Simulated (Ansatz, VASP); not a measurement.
**Two plane-wave programs on FeO**

File INCAR:

```
SYSTEM = FeO
  PREC = Accurate
  ENCUT = 520
  EDIFF = 1E-6
  ISMEAR = -1
  SIGMA = 0.05
  LREAL = .FALSE.
  LASPH = .TRUE.
  NELM = 150
  ALGO = Normal
  ISIF = 2
  LWAVE = .FALSE.
  LCHARG = .FALSE.
  ISPIN = 2
  MAGMOM = 3 0
  LORBIT = 11
  LMAXMIX = 4
  GGA = PE
  IVDW = 13
  NBANDS = 18
```

Contents of KPOINTS:

```
Automatic mesh
0
G
  11 11 11
  0 0 0
```

File POSCAR:

```
FeO
1.0
    0.0000000000      2.1554000000      2.1554000000
    2.1554000000      0.0000000000      2.1554000000
    2.1554000000      2.1554000000      0.0000000000
Fe O
1 1
Direct
    0.0000000000      0.0000000000      0.0000000000
    0.5000000000      0.5000000000      0.5000000000
```

File input.yaml:

```yaml
crystal:
  lattice:
    - [0.0, 2.1554, 2.1554]
    - [2.1554, 0.0, 2.1554]
    - [2.1554, 2.1554, 0.0]
  atoms:
    - { symbol: Fe, position: [0.0, 0.0, 0.0], spin: 3.0 }
    - { symbol: O, position: [0.5, 0.5, 0.5] }
hamiltonian:
  xc: pbe
  pseudopotentials: { kind: paw }
  dispersion: d4
magnetization:
  spin_polarized: true
kpoints:
  mp_grid: { grid: [11, 11, 11] }
scf:
  occupations: { method: fermi_dirac, width: 0.05 }
output:
  forces: true
  stress: true
  eigenvalues: true
  write_density: true
  write_potential: true
  elf: true
  volumetric_format: npy
```

Alike in both runs: task single point; functional PBE; dispersion D4; k mesh 11 × 11 × 11; occupations fermi-dirac, width 0.05 eV; collinear spin.

|  | VASP | Ansatz |
| --- | --- | --- |
| version | VASP 6.6.1 | Ansatz 0.2.0 |
| potentials or method | VASP PAW PBE potentials, release 64 (Fe, O) | Ansatz PAW |
| plane-wave cutoff (eV) | 520 | 420 |
| valence electrons in the cell | 14 | 22 |

|  | VASP | Ansatz | Ansatz less VASP |
| --- | --- | --- | --- |
| gap on the k mesh at the Fermi level (eV) | none | none | - |
| pressure (GPa) | -4.5 | -4.6 | -0.07 |
| net moment per atom (μB) | 2.00 | 2.00 | 0.000 |
| size of the moment on the site where the two differ most (μB) | 3.62 | 3.45 | -0.169 |

Site moments also hang on the region over which each program counts them. A gap of «none» marks a metal or a gap that the smearing closes. VASP's potentials hold 14 valence electrons a cell and Ansatz's 22, so a difference there can come from the potentials and not from the codes.
